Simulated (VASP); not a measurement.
# Sr (Immm) in VASP: notebook

Runs on Sr. Level: PBEsol. Tasks: single point.

All numbers are computed with VASP 6.6.1; they aren't measurements. Logs are shortened: lines on timing, memory, paths and dates and some standing lists are left out, and cuts for length are marked.

**1. The cell of the first run**

It takes space group Immm (No. 71, orthorhombic). The conventional cell has a = 4.162 Å, b = 4.267 Å, c = 5.886 Å, α = 90.00°, β = 90.00°, γ = 90.00°. Within 5.5 Å of Sr (site symmetry mmm) lie 12 Sr at 4.16 to 4.27 Å.

**2. Single point, PBEsol (uniaxial strain along a: +2.0 %)**

Input file INCAR:

```
SYSTEM = Sr
  ALGO = Fast
  EDIFF = 1E-7
  ENCUT = 520
  GGA = PS
  ISIF = 2
  ISMEAR = 0
  LASPH = .TRUE.
  LCHARG = .FALSE.
  LREAL = .FALSE.
  LWAVE = .FALSE.
  NBANDS = 17
  NELM = 60
  PREC = Accurate
  SIGMA = 0.1
```

Input file KPOINTS:

```
k-points
0
G
  12 12 10
  0 0 0
```

Input file POSCAR:

```
Sr
1.0
    3.0170777858      3.0170777858      0.0000000000
   -2.9431298008      2.9431298008      0.0000000000
    0.0000000000      0.0000000000      5.8862596016
Sr
2
Direct
    0.0000000000      0.0000000000      0.0000000000
    0.5000000000      0.5000000000      0.5000000000
```

Potentials or basis: VASP PAW PBE potentials, release 64 (Sr_sv).

Command:

```sh
$ cat potpaw_PBE.64/Sr_sv/POTCAR > POTCAR
$ mpirun -np 1 vasp_std > vasp.out
```

OUTCAR:

```text
SYSTEM = Sr
   EDIFF = 1E-7
   ENCUT = 520
   GGA = PS
   ISIF = 2
   ISMEAR = 0
   LASPH = .TRUE.
   LREAL = .FALSE.
   NELM = 60
   PREC = Accurate

 ion  position               nearest neighbor table
   1  0.000  0.000  0.000-   2 4.19   2 4.19   2 4.19   2 4.19   2 4.19   2 4.19   2 4.19   2 4.19

   2  0.500  0.500  0.500-   1 4.19   1 4.19   1 4.19   1 4.19   1 4.19   1 4.19   1 4.19   1 4.19

  LATTYP: Found a simple orthorhombic cell.
 ALAT       =     4.1622140801
 B/A-ratio  =     1.0251256282
 C/A-ratio  =     1.4142135624

  Lattice vectors:

 A1 = (   2.9431298008,  -2.9431298008,   0.0000000000)
 A2 = (   3.0170777858,   3.0170777858,   0.0000000000)
 A3 = (   0.0000000000,   0.0000000000,   5.8862596016)

Analysis of symmetry for initial positions (statically):
=====================================================================
 Subroutine PRICEL returns following result:

  LATTYP: Found a body centered orthorhombic cell.
 ALAT       =     4.1622140801
 B/A-ratio  =     1.0251256282
 C/A-ratio  =     1.4142135624

  Lattice vectors:

 A1 = (   2.9801037933,   0.0369739925,  -2.9431298008)
 A2 = (  -2.9801037933,  -0.0369739925,  -2.9431298008)
 A3 = (   0.0369739925,   2.9801037933,   2.9431298008)

   2 primitive cells build up your supercell.

 Routine SETGRP: Setting up the symmetry group for a
 simple orthorhombic supercell.

 Subroutine GETGRP returns: Found  8 space group operations
 (whereof  8 operations were pure point group operations)
 out of a pool of  8 trial point group operations.

The static configuration has the point symmetry D_2h.

Analysis of symmetry for dynamics (positions and initial velocities):
=====================================================================
 Subroutine PRICEL returns following result:

  LATTYP: Found a body centered orthorhombic cell.
 ALAT       =     4.1622140801
 B/A-ratio  =     1.0251256282
 C/A-ratio  =     1.4142135624

  Lattice vectors:

 A1 = (   2.9801037933,   0.0369739925,  -2.9431298008)
 A2 = (  -2.9801037933,  -0.0369739925,  -2.9431298008)
 A3 = (   0.0369739925,   2.9801037933,   2.9431298008)

   2 primitive cells build up your supercell.

 Routine SETGRP: Setting up the symmetry group for a
 simple orthorhombic supercell.

 Subroutine GETGRP returns: Found  8 space group operations
 (whereof  8 operations were pure point group operations)
 out of a pool of  8 trial point group operations.

The dynamic configuration has the point symmetry D_2h.

 Subroutine INISYM returns: Found  8 space group operations
 (whereof  8 operations are pure point group operations),
 and found     2 'primitive' translations

----------------------------------------------------------------------------------------

                                     Primitive cell

  volume of cell :      52.2679

  direct lattice vectors                    reciprocal lattice vectors
     2.980103793  0.036973992 -2.943129801     0.165723271  0.165723271 -0.169887172
    -2.980103793 -0.036973992 -2.943129801    -0.169887172  0.169887172 -0.169887172
     0.036973992  2.980103793  2.943129801    -0.004163901  0.335610444  0.000000000

  length of vectors
     4.188603433  4.188603433  4.188603433     0.289465122  0.294253214  0.335636273

  position of ions in fractional coordinates (direct lattice)
     0.000000000  0.000000000  0.000000000

  ion indices of the primitive-cell ions
   primitive index   ion index
                 1           1

----------------------------------------------------------------------------------------

 KPOINTS: k-points

Automatic generation of k-mesh.
 Grid dimensions read from file:
 generate k-points for:   12   12   10

 Generating k-lattice:

  Cartesian coordinates                     Fractional coordinates (reciprocal lattice)
     0.013810273  0.013810273  0.000000000     0.083333333  0.000000000  0.000000000
    -0.014157264  0.014157264  0.000000000     0.000000000  0.083333333  0.000000000
     0.000000000  0.000000000  0.016988717     0.000000000  0.000000000  0.100000000

  Length of vectors
     0.019530675  0.020021395  0.016988717

  Shift w.r.t. Gamma in fractional coordinates (k-lattice)
     0.000000000  0.000000000  0.000000000

 Subroutine IBZKPT returns following result:
 ===========================================

 Found    294 irreducible k-points:

 Following reciprocal coordinates:
            Coordinates               Weight
  0.000000  0.000000  0.000000      1.000000
  0.083333  0.000000  0.000000      2.000000
  0.166667  0.000000  0.000000      2.000000
  0.250000  0.000000  0.000000      2.000000
  0.333333  0.000000  0.000000      2.000000
  0.416667  0.000000  0.000000      2.000000
[... 16 lines left out ...]
  0.083333  0.250000  0.000000      4.000000
  0.166667  0.250000  0.000000      4.000000
 [... further k-points ...]
   k-points           NKPTS =    294   k-points in BZ     NKDIM =    294   number of bands    NBANDS=     17
   number of dos      NEDOS =    301   number of ions     NIONS =      2
   total plane-waves  NPLWV =  49152
   dimension x,y,z NGX =    32 NGY =   32 NGZ =   48
   dimension x,y,z NGXF=    64 NGYF=   64 NGZF=   96
   ions per type =               2
   NGX,Y,Z   is equivalent  to a cutoff of  12.47, 12.78, 13.56 a.u.
   NGXF,Y,Z  is equivalent  to a cutoff of  24.94, 25.56, 27.11 a.u.
 SYSTEM =  Sr
   PREC   = accura    normal or accurate (medium, high low for compatibility)
   ISTART =      0    job   : 0-new  1-cont  2-samecut
   ICHARG =      2    charge: 1-file 2-atom 10-const
   ISPIN  =      1    spin polarized calculation?
   LNONCOLLINEAR =      F non collinear calculations
   LSORBIT =      F    spin-orbit coupling
   LASPH  =      T    aspherical Exc in radial PAW
   ENCUT  =  520.0 eV  38.22 Ry    6.18 a.u.   7.93  7.74 10.94*2*pi/ulx,y,z
   NELM   =     60;   NELMIN=  2; NELMDL= -5     # of ELM steps
   EDIFF  = 0.1E-06   stopping-criterion for ELM
   LREAL  =      F    real-space projection
   EDIFFG = 0.1E-05   stopping-criterion for IOM
   NSW    =      0    number of steps for IOM
   IBRION =     -1    ionic relax: 0-MD 1-quasi-New 2-CG
   NFREE  =      0    steps in history (QN), initial steepest desc. (CG)
   ISIF   =      2    stress and relaxation
   ISYM   =      2    0-nonsym 1-usesym 2-fastsym
   POTIM  = 0.5000    time-step for ionic-motion
   TEBEG  =    0.0;   TEEND  =   0.0 temperature during run
   PSTRESS=    0.0 pullay stress
   NELECT =      20.0000    total number of electrons
   NUPDOWN=      -1.0000    fix difference up-down
   EMIN   =  10.00;   EMAX   =-10.00  energy-range for DOS
   EFERMI =   0.00;   METHOD = LEGACY
   ISMEAR =     0;   SIGMA  =   0.10  broadening in eV -4-tet -1-fermi 0-gaus
   EFERMI_NEDOS =   21; number of points for ismear=-14 and -15
   IALGO  =     68    algorithm
   IMIX   =      4    mixing-type and parameters
     AMIX     =   0.40;   BMIX     =  1.00
     AMIX_MAG =   1.60;   BMIX_MAG =  1.00
  volume/ion in A,a.u.               =      52.27       352.72
  Fermi-wavevector in a.u.,A,eV,Ry     =   0.943329  1.782633 12.107404  0.889869
  Thomas-Fermi vector in A             =   2.071025
   LORBIT       =      0    0 simple, 1 ext, 2 COOP (PROOUT), +10 PAW based schemes
   GGA     = PS    functional components
   LHFCALC =     F    Hartree Fock is set to
   AEXX    =    0.0000 exact exchange contribution
   IVDW    =     0    specifies the selected vdW correction
   LEPSILON=     F    determine dielectric tensor
   LRPA    =     F    only Hartree local field effects (RPA)
 non-spin polarized calculation
 RMM-DIIS sequential band-by-band and
 Gauss-broadening in eV      SIGMA  =   0.10
  energy-cutoff  :      520.00
  volume of cell :      104.54
 maximum number of plane-waves:      2844
 NGX is ok and might be reduce to    32
   NGX = 15   NGY = 15   NGZ = 21

 number of electron      20.0000000 magnetization

 Free energy of the ion-electron system (eV)
  ---------------------------------------------------
  ext. energy  EPLUGINS =         0.00000000
  ---------------------------------------------------
  free energy    TOTEN  =        -3.68357715 eV

  energy without entropy =       -3.67206126  energy(sigma->0) =       -3.67781920

 E-fermi :   1.6840     XC(G=0):  -7.5907

 val. band max:        1.6784585726   @ k =   0.3333   0.1667   0.2000
 cond. band min:       1.6843587246   @ k =   0.5000   0.3333   0.5000
 fundamental gap:      0.0059001520
 Fermi energy:         1.6840476629

 k-point     1 :       0.0000    0.0000    0.0000
  band No.  band energies     occupation
      1     -34.7704      2.00000
      2     -34.7459      2.00000
      3     -16.8853      2.00000
      4     -16.7559      2.00000
      5     -16.7474      2.00000
      6     -16.6628      2.00000
[... 9 lines left out ...]
     16       5.5604      0.00000
     17       5.6716      0.00000

 k-point     2 :       0.0833    0.0000    0.0000
  band No.  band energies     occupation
      1     -34.7697      2.00000
      2     -34.7460      2.00000
      3     -16.8809      2.00000
      4     -16.7616      2.00000
      5     -16.7454      2.00000
      6     -16.6719      2.00000
[... 9 lines left out ...]
     16       5.4781      0.00000
     17       5.6683      0.00000

 k-point     3 :       0.1667    0.0000    0.0000
  band No.  band energies     occupation
      1     -34.7676      2.00000
      2     -34.7464      2.00000
      3     -16.8679      2.00000
      4     -16.7769      2.00000
      5     -16.7395      2.00000
      6     -16.6970      2.00000
[... 9 lines left out ...]
     16       5.2688      0.00000
     17       5.7154      0.00000

 k-point     4 :       0.2500    0.0000    0.0000
  band No.  band energies     occupation
      1     -34.7645      2.00000
      2     -34.7471      2.00000
      3     -16.8477      2.00000
      4     -16.7966      2.00000
      5     -16.7319      2.00000
      6     -16.7305      2.00000
[... 9 lines left out ...]
     16       5.0219      0.00000
     17       5.3131      0.00000
[... 343 lines left out ...]
      1     -34.7635      2.00000
      2     -34.7462      2.00000
      3     -16.8460      2.00000
      4     -16.8041      2.00000
      5     -16.7445      2.00000
      6     -16.7363      2.00000
[... 9 lines left out ...]
     16       4.8909      0.00000
     17       5.0721      0.00000

 k-point    23 :       0.0833    0.2500    0.0000
  band No.  band energies     occupation
      1     -34.7629      2.00000
      2     -34.7461      2.00000
      3     -16.8426      2.00000
      4     -16.8049      2.00000
      5     -16.7476      2.00000
      6     -16.7399      2.00000
[... 9 lines left out ...]
     16       4.6885      0.00000
     17       4.7467      0.00000

 k-point    24 :       0.1667    0.2500    0.0000
  band No.  band energies     occupation
      1     -34.7612      2.00000
      2     -34.7461      2.00000
      3     -16.8327      2.00000
      4     -16.8090      2.00000
      5     -16.7584      2.00000
      6     -16.7469      2.00000
[... 9 lines left out ...]
     16       4.5441      0.00000
     17       4.6303      0.00000

 [... further k-points ...]

------------------------ aborting loop because EDIFF is reached ----------------------------------------

  FORCE on cell =-STRESS in cart. coord.  units (eV):
  Direction    XX          YY          ZZ          XY          YZ          ZX
  --------------------------------------------------------------------------------------
  -------------------------------------------------------------------------------------
  Total       -0.0526765     -0.0526765     -0.0397217     -0.1917341      0.0000000      0.0000000
  in kB       -0.8073509     -0.8073509     -0.6087974     -2.9386275      0.0000000      0.0000000
  external PRESSURE =      -0.7411664 kB  Pullay stress =       0.0000000 kB

 VOLUME and BASIS-vectors are now :
 -----------------------------------------------------------------------------
  energy-cutoff  :      520.00
  volume of cell :      104.54
      direct lattice vectors                 reciprocal lattice vectors
     3.017077786  3.017077786  0.000000000     0.165723271  0.165723271  0.000000000
    -2.943129801  2.943129801  0.000000000    -0.169887172  0.169887172  0.000000000
     0.000000000  0.000000000  5.886259602     0.000000000  0.000000000  0.169887172

 POSITION                                       TOTAL-FORCE (eV/Angst)
 -----------------------------------------------------------------------------------
      0.00000      0.00000      0.00000        -0.000000     -0.000000     -0.000000
      0.03697      2.98010      2.94313         0.000000      0.000000      0.000000
 -----------------------------------------------------------------------------------
    total drift:                               -0.000000      0.000000     -0.000000

  FREE ENERGIE OF THE ION-ELECTRON SYSTEM (eV)
  ---------------------------------------------------
  free  energy   TOTEN  =        -3.6835771501 eV

  energy  without entropy=       -3.6720612591  energy(sigma->0) =       -3.67781920
```

It took 9.2 min on 1 thread of Intel Xeon 8259CL, shared host; peak memory 0.55 GiB.

What came out:

```yaml
Free_energy: -3.6836 eV
Pressure: -0.1 GPa
Band_gap_on_the_k_mesh: zero (bands 10 and 11 overlap by 0.06 eV)
```

Stress tensor (GPa, compression positive):
```
-0.08 -0.29  0.00
-0.29 -0.08  0.00
 0.00  0.00 -0.06
```

Levels at points of the mesh, in eV from the Fermi level:
```
           k point  band 7  band 8  band 9  band 10  band 11  band 12  band 13  band 14
(0.00, 0.00, 0.00)  -18.35  -18.35   -3.75    -0.69     0.25     1.23     2.25     2.41
(0.50, 0.00, 0.00)  -18.38  -18.38   -1.44    -1.44     0.88     0.88     1.17     1.17
(0.00, 0.50, 0.00)  -18.38  -18.38   -1.33    -1.33     0.87     0.87     1.28     1.28
(0.50, 0.50, 0.00)  -18.43  -18.43   -0.73    -0.73     0.29     0.29     1.12     1.12
(0.00, 0.00, 0.50)  -18.39  -18.39   -2.43    -2.43     1.08     1.08     2.20     2.20
(0.50, 0.00, 0.50)  -18.37  -18.37   -1.22    -1.22     0.08     0.08     2.20     2.20
(0.00, 0.50, 0.50)  -18.38  -18.38   -1.14    -1.14     0.18     0.18     2.06     2.06
(0.50, 0.50, 0.50)  -18.44  -18.44    0.04     0.04     0.59     0.59     0.66     0.66
```

Caveat: the cell differs from its parent crystal (uniaxial strain along a: +2.0 %); the PAW data sets were made with another functional, which shifts forces and pressure a little.

**3. Single point, PBEsol (uniaxial strain along a: +3.0 %)**

Input file INCAR:

```
PREC = Accurate
ENCUT = 520
EDIFF = 1E-6
ISMEAR = 0
SIGMA = 0.1
LREAL = F
LASPH = T
NELM = 60
ALGO = Fast
ISIF = 2
LWAVE = F
LCHARG = F
GGA = PS
NBANDS = 17
```

Input file KPOINTS:

```
regular mesh
0
Gamma
  12 12 10
```

Input file POSCAR:

```
Sr
1.0
    3.0466569797      3.0466569797      0.0000000000
   -2.9357350023      2.9357350023      0.0000000000
    0.0000000000      0.0000000000      5.8714700046
Sr
2
Direct
    0.0000000000      0.0000000000      0.0000000000
    0.5000000000      0.5000000000      0.5000000000
```

Potentials or basis: VASP PAW PBE potentials, release 64 (Sr_sv).

Command:

```sh
$ cat potpaw_PBE.64/Sr_sv/POTCAR > POTCAR
$ mpirun -np 1 vasp_std > vasp.out
```

It took 6.5 min on 1 thread of Intel Xeon 8259CL, shared host; peak memory 0.55 GiB.

Results (log left out):

```yaml
Free_energy: -3.6803 eV
Pressure: -0.1 GPa
Band_gap_on_the_k_mesh: zero (bands 10 and 11 overlap by 0.09 eV)
```

Stress tensor (GPa, compression positive):
```
-0.14 -0.43  0.00
-0.43 -0.14  0.00
 0.00  0.00 -0.10
```

Levels at points of the mesh, in eV from the Fermi level:
```
           k point  band 6  band 7  band 8  band 9  band 10  band 11  band 12  band 13  band 14  band 15
(0.00, 0.00, 0.00)  -18.35  -18.35  -18.35   -3.74    -0.67     0.25     1.26     2.18     2.42     2.50
(0.50, 0.00, 0.00)  -18.45  -18.39  -18.39   -1.47    -1.47     0.90     0.90     1.15     1.15     3.01
(0.00, 0.50, 0.00)  -18.45  -18.39  -18.39   -1.31    -1.31     0.89     0.89     1.31     1.31     2.66
(0.50, 0.50, 0.00)  -18.44  -18.43  -18.43   -0.72    -0.72     0.30     0.30     1.10     1.10     4.99
(0.00, 0.00, 0.50)  -18.40  -18.39  -18.39   -2.41    -2.41     1.08     1.08     2.22     2.22     2.90
(0.50, 0.00, 0.50)  -18.39  -18.37  -18.37   -1.23    -1.23     0.06     0.06     2.19     2.19     2.30
(0.00, 0.50, 0.50)  -18.39  -18.39  -18.39   -1.12    -1.12     0.20     0.20     1.99     1.99     2.35
(0.50, 0.50, 0.50)  -18.48  -18.44  -18.44    0.05     0.05     0.57     0.57     0.67     0.67     2.36
```

Caveat: the cell differs from its parent crystal (uniaxial strain along a: +3.0 %); the PAW data sets were made with another functional, which shifts forces and pressure a little.

**4. Single point, PBEsol (uniaxial strain along a: -3.0 %)**

Input file INCAR:

```
  PREC = Accurate
  ENCUT = 520
  EDIFF = 1E-7
  ISMEAR = 0
  SIGMA = 0.1
  LREAL = False
  LASPH = True
  NELM = 80
  ALGO = Fast
  ISIF = 2
  LWAVE = False
  LCHARG = False
  GGA = PS
  NBANDS = 17
```

Input file KPOINTS:

```
Automatic mesh
0
Gamma
  12 12 10
```

Input file POSCAR:

```
Sr
1.0
    2.8691818159      2.8691818159      0.0000000000
   -2.9801037933      2.9801037933      0.0000000000
    0.0000000000      0.0000000000      5.9602075866
Sr
2
Direct
    0.0000000000      0.0000000000      0.0000000000
    0.5000000000      0.5000000000      0.5000000000
```

Command:

```sh
$ cat potpaw_PBE.64/Sr_sv/POTCAR > POTCAR
$ mpirun -np 1 vasp_std > vasp.out
```

It took 9.2 min on 1 thread of Intel Xeon 8259CL, shared host; peak memory 0.53 GiB.

The run converged. Its results:

* Free energy: -3.6779 eV
* Pressure: 0.3 GPa
* Band gap on the k mesh: zero (bands 10 and 11 overlap by 0.07 eV)

Stress tensor (GPa, compression positive):
```
0.31 0.50 0.00
0.50 0.31 0.00
0.00 0.00 0.17
```

Levels at points of the mesh, in eV from the Fermi level:
```csv
k point,band 7,band 8,band 9,band 10,band 11,band 12,band 13,band 14
"(0.00, 0.00, 0.00)",-18.30,-18.29,-3.79,-0.78,0.27,1.10,2.27,2.31
"(0.50, 0.00, 0.00)",-18.33,-18.33,-1.25,-1.25,0.79,0.79,1.30,1.30
"(0.00, 0.50, 0.00)",-18.32,-18.32,-1.43,-1.43,0.80,0.80,1.13,1.13
"(0.50, 0.50, 0.00)",-18.39,-18.39,-0.73,-0.73,0.23,0.23,1.28,1.28
"(0.00, 0.00, 0.50)",-18.33,-18.33,-2.49,-2.49,1.07,1.07,2.08,2.08
"(0.50, 0.00, 0.50)",-18.33,-18.33,-1.14,-1.14,0.25,0.25,2.13,2.13
"(0.00, 0.50, 0.50)",-18.32,-18.32,-1.25,-1.25,0.09,0.09,2.07,2.07
"(0.50, 0.50, 0.50)",-18.39,-18.39,-0.01,-0.01,0.62,0.62,0.73,0.73
```

Caveat: the cell differs from its parent crystal (uniaxial strain along a: -3.0 %); the PAW data sets were made with another functional, which shifts forces and pressure a little.

**5. Single point, PBEsol (uniaxial strain along a: -3.0 %, then relaxed in part)**

Input file INCAR:

```
PREC = Accurate
ENCUT = 520
EDIFF = 1E-7
ISMEAR = 0
SIGMA = 0.1
LREAL = F
LASPH = T
NELM = 100
ALGO = Fast
ISIF = 2
LWAVE = F
LCHARG = F
GGA = PS
NBANDS = 17
```

KPOINTS is that of step 4.

Input file POSCAR:

```
Sr
1.0
    2.8691818159      2.8691818159      0.0000000000
   -2.9328994528      2.9328994528      0.0000000000
    0.0000000000      0.0000000000      6.0683337843
Sr
2
Direct
    0.0000000000      0.0000000000      0.0000000000
    0.5000000000      0.5000000000      0.5000000000
```

Command:

```sh
$ cat potpaw_PBE.64/Sr_sv/POTCAR > POTCAR
$ mpirun -np 1 vasp_std > vasp.out
```

Wall time 8.7 min (1 thread of Intel Xeon 8259CL, shared host); peak memory 0.53 GiB.

The run converged. Its results:

* Free energy: -3.6799 eV
* Pressure: 0.2 GPa
* Band gap on the k mesh: zero (bands 10 and 11 overlap by 0.07 eV)

Stress tensor (GPa, compression positive):
```
0.31 0.30 0.00
0.30 0.31 0.00
0.00 0.00 0.02
```

Levels at points of the mesh, in eV from the Fermi level:
```
           k point  band 8  band 9  band 10  band 11  band 12  band 13
(0.00, 0.00, 0.00)  -18.30   -3.79    -0.83     0.32     0.94     2.22
(0.50, 0.00, 0.00)  -18.33   -1.26    -1.26     0.71     0.71     1.26
(0.00, 0.50, 0.00)  -18.33   -1.36    -1.36     0.72     0.72     1.15
(0.50, 0.50, 0.00)  -18.40   -0.71    -0.71     0.22     0.22     1.35
(0.00, 0.00, 0.50)  -18.34   -2.54    -2.54     1.06     1.06     1.96
(0.50, 0.00, 0.50)  -18.33   -1.17    -1.17     0.20     0.20     2.11
(0.00, 0.50, 0.50)  -18.33   -1.23    -1.23     0.11     0.11     2.01
(0.50, 0.50, 0.50)  -18.40   -0.04    -0.04     0.67     0.67     0.74
```

Caveat: the cell differs from its parent crystal (uniaxial strain along a: -3.0 %, then relaxed in part); the PAW data sets were made with another functional, which shifts forces and pressure a little.

[end of part 1 of 2]
